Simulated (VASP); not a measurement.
# WC (P-6m2) in VASP: further runs

Runs on WC. Level: LDA. Tasks: relaxation of cell and atoms, relaxation of shape and atoms at fixed volume.

All numbers are computed with VASP 6.6.1; they aren't measurements. Logs are shortened: lines on timing, memory, paths and dates and some standing lists are left out, and cuts for length are marked.

## 1. The cell of the first run

It takes space group P-6m2 (No. 187, hexagonal). The conventional cell has a = 2.885 Å, b = 2.885 Å, c = 2.811 Å, α = 90.00°, β = 90.00°, γ = 120.00°. W (site symmetry -6m2) has 6 C at 2.18 Å and 8 W at 2.81 to 2.88 Å within 2.9 Å. C (site symmetry -6m2) has 6 W at 2.18 Å and 8 C at 2.81 to 2.88 Å within 2.9 Å.

## 2. Relaxation of cell and atoms, LDA, target pressure 7 GPa, at which the enthalpy is minimised

The input, INCAR:

```
SYSTEM = WC
PREC = Accurate
ENCUT = 600
EDIFF = 1E-6
ISMEAR = -1
SIGMA = 0.15
LREAL = .False.
LASPH = .True.
NELM = 60
ALGO = Normal
ISIF = 3
LWAVE = .False.
LCHARG = .False.
GGA = CA
IBRION = 2
NSW = 80
EDIFFG = -0.001
PSTRESS = 70.0
```

The input, KPOINTS:

```
regular mesh
0
Gamma
  18 18 14
  0 0 0
```

The input, POSCAR:

```
WC
1.0
    2.8846102092      0.0000000000      0.0000000000
   -1.4423051046      2.4981457212      0.0000000000
    0.0000000000      0.0000000000      2.8112693735
W C
1 1
Direct
    0.0000000000      0.0000000000      0.0000000000
    0.6666666667      0.3333333333      0.5000000000
```

Potentials or basis: VASP PAW LDA potentials, release 64 (W_sv, C).

Command:

```
$ cat potpaw_LDA.64/W_sv/POTCAR potpaw_LDA.64/C/POTCAR > POTCAR
$ mpirun -np 1 vasp_std > vasp.out
```

OUTCAR:

```text
SYSTEM = WC
   PREC = Accurate
   ENCUT = 600
   EDIFF = 1E-6
   ISMEAR = -1
   LREAL = .False.
   LASPH = .True.
   NELM = 60
   ISIF = 3
   GGA = CA
   IBRION = 2
   NSW = 80
   EDIFFG = -0.001
   PSTRESS = 70.0

 ion  position               nearest neighbor table
   1  0.000  0.000  0.000-   2 2.18   2 2.18   2 2.18   2 2.18   2 2.18   2 2.18
   2  0.667  0.333  0.500-   1 2.18   1 2.18   1 2.18   1 2.18   1 2.18   1 2.18

  LATTYP: Found a hexagonal cell.
 ALAT       =     2.8846102092
 C/A-ratio  =     0.9745751313

  Lattice vectors:

 A1 = (   2.8846102092,   0.0000000000,   0.0000000000)
 A2 = (  -1.4423051046,   2.4981457212,   0.0000000000)
 A3 = (   0.0000000000,   0.0000000000,   2.8112693735)

Analysis of symmetry for initial positions (statically):
=====================================================================
 Subroutine PRICEL returns:
 Original cell was already a primitive cell.

 Routine SETGRP: Setting up the symmetry group for a
 hexagonal supercell.

 Subroutine GETGRP returns: Found 12 space group operations
 (whereof 12 operations were pure point group operations)
 out of a pool of 24 trial point group operations.

The static configuration has the point symmetry D_3h.

Analysis of symmetry for dynamics (positions and initial velocities):
=====================================================================
 Subroutine PRICEL returns:
 Original cell was already a primitive cell.

 Routine SETGRP: Setting up the symmetry group for a
 hexagonal supercell.

 Subroutine GETGRP returns: Found 12 space group operations
 (whereof 12 operations were pure point group operations)
 out of a pool of 24 trial point group operations.

The dynamic configuration has the point symmetry D_3h.

 Subroutine INISYM returns: Found 12 space group operations
 (whereof 12 operations are pure point group operations),
 and found     1 'primitive' translations

----------------------------------------------------------------------------------------

                                     Primitive cell

  volume of cell :      20.2585

  direct lattice vectors                    reciprocal lattice vectors
     2.884610209  0.000000000  0.000000000     0.346667289  0.200148452  0.000000000
    -1.442305105  2.498145721  0.000000000     0.000000000  0.400296905  0.000000000
     0.000000000  0.000000000  2.811269374     0.000000000  0.000000000  0.355711199

  length of vectors
     2.884610209  2.884610209  2.811269374     0.400296905  0.400296905  0.355711199

  position of ions in fractional coordinates (direct lattice)
     0.000000000  0.000000000  0.000000000
     0.666666667  0.333333333  0.500000000

  ion indices of the primitive-cell ions
   primitive index   ion index
                 1           1
                 2           2

----------------------------------------------------------------------------------------

 KPOINTS: regular mesh

Automatic generation of k-mesh.
 Grid dimensions read from file:
 generate k-points for:   18   18   14

 Generating k-lattice:

  Cartesian coordinates                     Fractional coordinates (reciprocal lattice)
     0.019259294  0.011119358  0.000000000     0.055555556  0.000000000  0.000000000
     0.000000000  0.022238717  0.000000000     0.000000000  0.055555556  0.000000000
     0.000000000  0.000000000  0.025407943     0.000000000  0.000000000  0.071428571

  Length of vectors
     0.022238717  0.022238717  0.025407943

  Shift w.r.t. Gamma in fractional coordinates (k-lattice)
     0.000000000  0.000000000  0.000000000

 Subroutine IBZKPT returns following result:
 ===========================================

 Found    296 irreducible k-points:

 Following reciprocal coordinates:
            Coordinates               Weight
  0.000000  0.000000  0.000000      1.000000
  0.055556 -0.000000  0.000000      6.000000
  0.111111 -0.000000  0.000000      6.000000
  0.166667  0.000000  0.000000      6.000000
  0.222222 -0.000000  0.000000      6.000000
  0.277778  0.000000  0.000000      6.000000
[... 16 lines left out ...]
  0.333333  0.111111  0.000000     12.000000
  0.388889  0.111111  0.000000     12.000000
 [... further k-points ...]
   k-points           NKPTS =    296   k-points in BZ     NKDIM =    296   number of bands    NBANDS=     13
   number of dos      NEDOS =    301   number of ions     NIONS =      2
   total plane-waves  NPLWV =  13824
   dimension x,y,z NGX =    24 NGY =   24 NGZ =   24
   dimension x,y,z NGXF=    48 NGYF=   48 NGZF=   48
   ions per type =               1   1
   NGX,Y,Z   is equivalent  to a cutoff of  13.83, 13.83, 14.19 a.u.
   NGXF,Y,Z  is equivalent  to a cutoff of  27.66, 27.66, 28.39 a.u.
 SYSTEM =  WC
   PREC   = accura    normal or accurate (medium, high low for compatibility)
   ISTART =      0    job   : 0-new  1-cont  2-samecut
   ICHARG =      2    charge: 1-file 2-atom 10-const
   ISPIN  =      1    spin polarized calculation?
[... 12 lines left out ...]
   ISYM   =      2    0-nonsym 1-usesym 2-fastsym
   POTIM  = 0.5000    time-step for ionic-motion
   TEBEG  =    0.0;   TEEND  =   0.0 temperature during run
   PSTRESS=   70.0 pullay stress
   NELECT =      18.0000    total number of electrons
   NUPDOWN=      -1.0000    fix difference up-down
   EMIN   =  10.00;   EMAX   =-10.00  energy-range for DOS
   EFERMI =   0.00;   METHOD = LEGACY
   ISMEAR =    -1;   SIGMA  =   0.15  broadening in eV -4-tet -1-fermi 0-gaus
   EFERMI_NEDOS =   21; number of points for ismear=-14 and -15
   IALGO  =     38    algorithm
   IMIX   =      4    mixing-type and parameters
     AMIX     =   0.40;   BMIX     =  1.00
     AMIX_MAG =   1.60;   BMIX_MAG =  1.00
  volume/ion in A,a.u.               =      10.13        68.36
  Fermi-wavevector in a.u.,A,eV,Ry     =   1.573850  2.974144 33.701663  2.477002
  Thomas-Fermi vector in A             =   2.675072
   LORBIT       =      0    0 simple, 1 ext, 2 COOP (PROOUT), +10 PAW based schemes
   GGA     = CA    functional components
   LHFCALC =     F    Hartree Fock is set to
   AEXX    =    0.0000 exact exchange contribution
   IVDW    =     0    specifies the selected vdW correction
   LEPSILON=     F    determine dielectric tensor
   LRPA    =     F    only Hartree local field effects (RPA)
 conjugate gradient relaxation of ions
 non-spin polarized calculation
  energy-cutoff  :      600.00
  volume of cell :       20.26
 maximum number of plane-waves:       690
 NGX is ok and might be reduce to    24
   NGX = 11   NGY = 11   NGZ = 11

--------------------------------------- Ionic step        1  -------------------------------------------

 number of electron      18.0000000 magnetization

 Free energy of the ion-electron system (eV)
  ---------------------------------------------------
  ext. energy  EPLUGINS =         0.00000000
  ---------------------------------------------------
  free energy    TOTEN  =       -24.71184631 eV

  energy without entropy =      -24.68807846  energy(sigma->0) =      -24.69996239

------------------------ aborting loop because EDIFF is reached ----------------------------------------

  FORCE on cell =-STRESS in cart. coord.  units (eV):
  Direction    XX          YY          ZZ          XY          YZ          ZX
  --------------------------------------------------------------------------------------
  -------------------------------------------------------------------------------------
  Total        0.3132234      0.3132234      0.3756062      0.0000000      0.0000000     -0.0000000
  in kB       24.7717884     24.7717884     29.7054349      0.0000000      0.0000000     -0.0000000
  external PRESSURE =     -43.5836627 kB  Pullay stress =      70.0000000 kB
[... 97 lines left out ...]
  energy  without entropy=      -24.6824335480  energy(sigma->0) =      -24.69419150

  enthalpy is  TOTEN    =       -23.8294929748 eV   P V=        0.8764564750

[... ionic steps 4 to 19 ...]

--------------------------------------- Ionic step       20  -------------------------------------------

 number of electron      18.0000000 magnetization

------------------------ aborting loop because EDIFF is reached ----------------------------------------
[... 71 lines left out ...]
--------------------------------------- Ionic step       22  -------------------------------------------

 number of electron      18.0000000 magnetization

 Free energy of the ion-electron system (eV)
  ---------------------------------------------------
  ext. energy  EPLUGINS =         0.00000000
  ---------------------------------------------------
  free energy    TOTEN  =       -24.70576728 eV

  energy without entropy =      -24.68234596  energy(sigma->0) =      -24.69405662

 E-fermi :  11.5312     XC(G=0): -14.1660

 val. band max:       11.5279260201   @ k =   0.4444  -0.0000   0.4286
 cond. band min:      11.5771768329   @ k =   0.1111   0.0556   0.4286
 fundamental gap:      0.0492508128
 Fermi energy:        11.5311822913

 k-point     1 :       0.0000    0.0000    0.0000
  band No.  band energies     occupation
      1     -61.9781      2.00000
      2     -26.2239      2.00000
      3     -26.1024      2.00000
      4     -26.1024      2.00000
      5      -3.0520      2.00000
      6       6.9662      2.00000
      7       8.0066      2.00000
      8       8.0066      2.00000
      9      11.6111      0.73985
     10      14.8325      0.00000
     11      14.8325      0.00000
     12      17.2801      0.00000
     13      17.2801      0.00000
[... 354 lines left out ...]
  band No.  band energies     occupation
      1     -61.9072      2.00000
      2     -26.9807      2.00000
      3     -26.3851      2.00000
      4     -26.0937      2.00000
      5       0.4692      2.00000
      6       4.5137      2.00000
      7       7.7465      2.00000
      8       7.8182      2.00000
      9      10.9904      1.94708
     10      13.3387      0.00001
     11      15.1860      0.00000
     12      16.5132      0.00000
     13      19.2314      0.00000

 [... further k-points ...]

------------------------ aborting loop because EDIFF is reached ----------------------------------------

  FORCE on cell =-STRESS in cart. coord.  units (eV):
  Direction    XX          YY          ZZ          XY          YZ          ZX
  --------------------------------------------------------------------------------------
  -------------------------------------------------------------------------------------
  Total        0.8770342      0.8770342      0.8775439      0.0000000     -0.0000000      0.0000000
  in kB       70.0643329     70.0643329     70.1050498      0.0000000     -0.0000000      0.0000000
  external PRESSURE =       0.0779052 kB  Pullay stress =      70.0000000 kB
[... 21 lines left out ...]
  energy  without entropy=      -24.6823459649  energy(sigma->0) =      -24.69405662

  enthalpy is  TOTEN    =       -23.8295383815 eV   P V=        0.8762288936

 reached required accuracy - stopping structural energy minimisation
```

It took 2.6 min on 1 thread of Intel Xeon 6975P-C (Granite Rapids), shared host; peak memory 0.23 GiB.

Results:

- Free energy: -24.7058 eV
- Relaxed volume: 10.03 Å³/atom
- Relaxed cell: a = 2.873 Å, b = 2.873 Å, c = 2.805 Å, α = 90.00°, β = 90.00°, γ = 120.00°
- Space group after relaxing (to 0.1 Å): P-6m2 (No. 187)
- Energy change on relaxing (the run minimises the enthalpy): +3.0 meV/atom
- Ionic steps: 22
- Pressure after relaxing: 7.0 GPa
- Band gap on the k mesh: zero (bands 9 and 10 overlap by 1.27 eV)

The path:
```
step  energy change (eV)  largest force (eV/Å)  pressure (GPa)  volume (Å³)
   1              0.0000                0.0000            2.64        20.26
   2              0.0584                0.0000           21.56        19.46
   3              0.0059                0.0000            6.96        20.06
   4              0.0061                0.0000            6.99        20.06
   5              0.0062                0.0000            7.08        20.05
   6              0.0064                0.0000            7.10        20.05
   7              0.0063                0.0000            7.12        20.05
   8              0.0063                0.0000            7.13        20.05
   9              0.0063                0.0000            7.13        20.05
  10              0.0063                0.0000            7.12        20.05
  11              0.0056                0.0000            6.77        20.07
  12              0.0060                0.0000            6.97        20.06
  13              0.0061                0.0000            6.99        20.06
  14              0.0061                0.0000            7.02        20.05
  15              0.0061                0.0000            7.04        20.05
  16              0.0061                0.0000            7.04        20.06
  17              0.0060                0.0000            7.03        20.06
  18              0.0059                0.0000            6.98        20.06
  19              0.0060                0.0000            6.93        20.06
  20              0.0060                0.0000            6.95        20.06
  21              0.0060                0.0000            6.99        20.06
  22              0.0061                0.0000            7.01        20.06
```

Final structure:
```
W C
1.0
     2.87339    0.00000    0.00000
    -1.43669    2.48843    0.00000
     0.00000    0.00000    2.80486
W C
1 1
Direct
  0.00000 0.00000 0.00000
  0.66667 0.33333 0.50000
```

Levels at points of the mesh, in eV from the Fermi level:
| k point | band 6 | band 7 | band 8 | band 9 | band 10 | band 11 | band 12 | band 13 |
| --- | --- | --- | --- | --- | --- | --- | --- | --- |
| (0.00, 0.00, 0.00) | -4.56 | -3.52 | -3.52 | 0.08 | 3.30 | 3.30 | 5.75 | 5.75 |
| (0.50, 0.00, 0.00) | -7.16 | -3.82 | -3.78 | -0.49 | 2.36 | 4.67 | 5.06 | 6.98 |
| (0.00, 0.00, 0.50) | -8.86 | -2.16 | -2.16 | -0.70 | -0.70 | 3.75 | 4.54 | 4.54 |
| (0.50, 0.00, 0.50) | -6.69 | -4.54 | -4.22 | 0.38 | 4.58 | 5.51 | 6.96 | 9.45 |

Caveat: the cell is relaxed towards a set pressure, so the run minimises the enthalpy, not the energy; spin-orbit coupling is left out, which moves the levels of the heavy elements.

## 3. Relaxation of cell and atoms, LDA

This run uses another cell than the first one, of 10.31 Å³/atom.

The input, INCAR:

```
SYSTEM = WC
ALGO = Normal
EDIFF = 1E-6
EDIFFG = -0.005
ENCUT = 600
GGA = CA
IBRION = 2
ISIF = 3
ISMEAR = 0
LASPH = .TRUE.
LCHARG = .FALSE.
LREAL = .FALSE.
LWAVE = .FALSE.
NELM = 100
NSW = 100
PREC = Accurate
SIGMA = 0.1
```

The input, KPOINTS:

```
k-points
0
G
  18 18 14
  0 0 0
```

The input, POSCAR:

```
WC
1.0
    2.9005014360      0.0000000000      0.0000000000
   -1.4502507180      2.5119079273      0.0000000000
    0.0000000000      0.0000000000      2.8290000000
W C
1 1
Direct
    0.0000000000      0.0000000000      0.0000000000
    0.6666666667      0.3333333333      0.5000000000
```

Potentials or basis: VASP PAW LDA potentials, release 64 (W_sv, C).

Command:

```
$ cat potpaw_LDA.64/W_sv/POTCAR potpaw_LDA.64/C/POTCAR > POTCAR
$ mpirun -np 1 vasp_std > vasp.out
```

Run time: 75 s. Hardware: 1 thread of Intel Xeon 6975P-C (Granite Rapids), shared host; peak memory 0.23 GiB.

Results (log left out):

```
Free energy                           : -24.7028 eV
Relaxed volume                        : 10.19 Å³/atom
Relaxed cell                          : a = 2.890 Å, b = 2.890 Å, c = 2.818 Å, α = 90.00°, β = 90.00°, γ = 120.00°
Space group after relaxing (to 0.1 Å) : P-6m2 (No. 187)
Energy gained by relaxing             : 1.7 meV/atom
Ionic steps                           : 7
Pressure after relaxing               : -0.1 GPa
Band gap on the k mesh                : zero (bands 9 and 10 overlap by 1.25 eV)
```

The path:
```
step  energy change (eV)  largest force (eV/Å)  pressure (GPa)  volume (Å³)
   1              0.0000                0.0000           -4.72        20.61
   2              0.0269                0.0000           15.06        19.72
   3             -0.0035                0.0000           -0.08        20.38
   4             -0.0035                0.0000           -0.05        20.38
   5             -0.0035                0.0000            0.12        20.37
   6             -0.0035                0.0000           -0.32        20.39
   7             -0.0035                0.0000           -0.06        20.38
```

Final structure:
```cif
data_structure
_symmetry_space_group_name_H-M 'P 1'
_symmetry_Int_Tables_number 1
_cell_length_a 2.8896
_cell_length_b 2.8896
_cell_length_c 2.8184
_cell_angle_alpha 90.000
_cell_angle_beta 90.000
_cell_angle_gamma 120.000
_cell_volume 20.38
loop_
_atom_site_label
_atom_site_type_symbol
_atom_site_fract_x
_atom_site_fract_y
_atom_site_fract_z
_atom_site_occupancy
W1 W 0.00000 0.00000 0.00000 1
C1 C 0.66667 0.33333 0.50000 1
```

Levels at points of the mesh, in eV from the Fermi level:
```tsv
k point	band 7	band 8	band 9	band 10	band 11	band 12
(0.00, 0.00, 0.00)	-3.43	-3.43	0.12	3.25	3.25	5.69
(0.50, 0.00, 0.00)	-3.71	-3.67	-0.45	2.34	4.59	4.97
(0.00, 0.00, 0.50)	-2.09	-2.09	-0.65	-0.65	3.72	4.53
(0.50, 0.00, 0.50)	-4.43	-4.16	0.37	4.50	5.41	6.84
```

Caveat: spin-orbit coupling is left out, which moves the levels of the heavy elements.

## 4. Relaxation of shape and atoms at fixed volume, LDA (10.33 Å³/atom)

This run uses another cell than the first one, of 10.33 Å³/atom.

The input, INCAR:

```
SYSTEM = WC
PREC = Accurate ; ENCUT = 600
EDIFF = 1E-6 ; ISMEAR = -1
SIGMA = 0.15 ; LREAL = .False.
LASPH = .True. ; NELM = 60
ALGO = Normal ; ISIF = 4
LWAVE = .False. ; LCHARG = .False.
GGA = CA ; IBRION = 2
NSW = 80 ; EDIFFG = -0.001
```

The input, KPOINTS:

```
Automatic mesh
0
Gamma
  18 18 14
  0 0 0
```

The input, POSCAR:

```
WC
1.0
    2.9037141448      0.0000000000      0.0000000000
   -1.4518570724      2.5146902147      0.0000000000
    0.0000000000      0.0000000000      2.8298875941
W C
1 1
Direct
    0.0000000000      0.0000000000      0.0000000000
    0.6666666667      0.3333333333      0.5000000000
```

Command:

```
$ cat potpaw_LDA.64/W_sv/POTCAR potpaw_LDA.64/C/POTCAR > POTCAR
$ mpirun -np 1 vasp_std > vasp.out
```

It took 83 s on 1 thread of Intel Xeon 6975P-C (Granite Rapids), shared host; peak memory 0.22 GiB.

The run converged. Its results:

| Property | Result |
| --- | --- |
| Free energy | -24.7084 eV |
| Energy gained by relaxing | 0.0 meV/atom |
| Ionic steps | 10 |
| Pressure after relaxing | -5.6 GPa |
| Band gap on the k mesh | zero (bands 9 and 10 overlap by 1.22 eV) |

Final structure:
```
CELL_PARAMETERS angstrom
2.90486 0.00000 0.00000
-1.45243 2.51568 0.00000
0.00000 0.00000 2.82765
ATOMIC_POSITIONS crystal
W 0.00000 0.00000 0.00000
C 0.66667 0.33333 0.50000
```

Levels at points of the mesh, in eV from the Fermi level:
| k point | band 7 | band 8 | band 9 | band 10 | band 11 | band 12 |
| --- | --- | --- | --- | --- | --- | --- |
| (0.00, 0.00, 0.00) | -3.41 | -3.41 | 0.10 | 3.17 | 3.17 | 5.60 |
| (0.50, 0.00, 0.00) | -3.66 | -3.63 | -0.49 | 2.28 | 4.47 | 4.83 |
| (0.00, 0.00, 0.50) | -2.10 | -2.10 | -0.66 | -0.66 | 3.67 | 4.45 |
| (0.50, 0.00, 0.50) | -4.40 | -4.15 | 0.32 | 4.37 | 5.29 | 6.68 |

Caveat: spin-orbit coupling is left out, which moves the levels of the heavy elements.

## 5. Overview

```tsv
task	cell	smearing	gap on the mesh (eV)	pressure (GPa)
relaxation of cell and atoms	relaxed to 7 GPa from a = 2.885, b = 2.885, c = 2.811 Å, angles 90.0, 90.0, 120.0°, 2 atoms	fermi-dirac 0.15 eV	none	7.0
relaxation of cell and atoms	relaxed from a = 2.901, b = 2.901, c = 2.829 Å, angles 90.0, 90.0, 120.0°, 2 atoms	gaussian 0.1 eV	none	-0.1
relaxation of shape and atoms at fixed volume	relaxed from a = 2.904, b = 2.904, c = 2.830 Å, angles 90.0, 90.0, 120.0°, 2 atoms	fermi-dirac 0.15 eV	none	-5.6
```

Alike in all rows: level LDA; potentials or basis VASP PAW LDA potentials, release 64 (W_sv, C); no spin polarisation; k mesh 18 × 18 × 14; cutoff (eV) 600.

Caveats: spin-orbit coupling is left out, which moves the levels of the heavy elements; the cell is relaxed towards a set pressure, so the run minimises the enthalpy, not the energy (at least some runs).

Absolute energies hang on the potentials; compare differences alone.

The gap in the log of VASP goes by the Fermi energy; the results here count the filled bands.